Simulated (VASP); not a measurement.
Wanted: the native input for a VASP 6.6.1 run.

```
Task                   : single point
Functional             : PBEsol
Potentials or basis    : VASP PAW PBE potentials, release 64 (Ir_sv_GW)
Cutoff                 : 560 eV
k mesh                 : 18 × 18 × 18
Occupations            : gaussian, width 0.1 eV
Spin                   : no spin polarisation
Dipole correction      : no
Further INCAR settings : ALGO = Normal; EDIFF = 1e-06; NBANDS = 14
```

The structure of Ir lies in POSCAR:

```
Ir
1.0
    0.0000000000      1.9150217743      1.9150217743
    1.9150217743      0.0000000000      1.9150217743
    1.9150217743      1.9150217743      0.0000000000
Ir
1
Direct
    0.0000000000      0.0000000000      0.0000000000
```

The input as run:

INCAR

```
  ALGO = Normal
  EDIFF = 1E-6
  ENCUT = 560
  GGA = PS
  GGA_COMPAT = F
  ISIF = 2
  ISMEAR = 0
  LASPH = T
  LCHARG = F
  LREAL = F
  LWAVE = F
  NBANDS = 14
  NELM = 120
  PREC = Accurate
  SIGMA = 0.1
```

KPOINTS

```
k-points
0
Gamma
  18 18 18
```

Potentials or basis: VASP PAW PBE potentials, release 64 (Ir_sv_GW).

The run is started by

```bash
$ cat potpaw_PBE.64/Ir_sv_GW/POTCAR > POTCAR
$ mpirun -np 1 vasp_std > vasp.out
```

It gave:

* Pressure: -1.8 GPa
* Band gap on the k mesh: zero (an odd number of electrons rules out a gap without spin polarisation)

Caveat: the PAW data sets were made with another functional, which shifts forces and pressure a little; spin-orbit coupling is left out, which moves the levels of the heavy elements.

It took 14 s on 1 thread of Intel(R) Xeon(R) 6975P-C (Granite Rapids), on a shared host, peak memory 0.18 GiB.
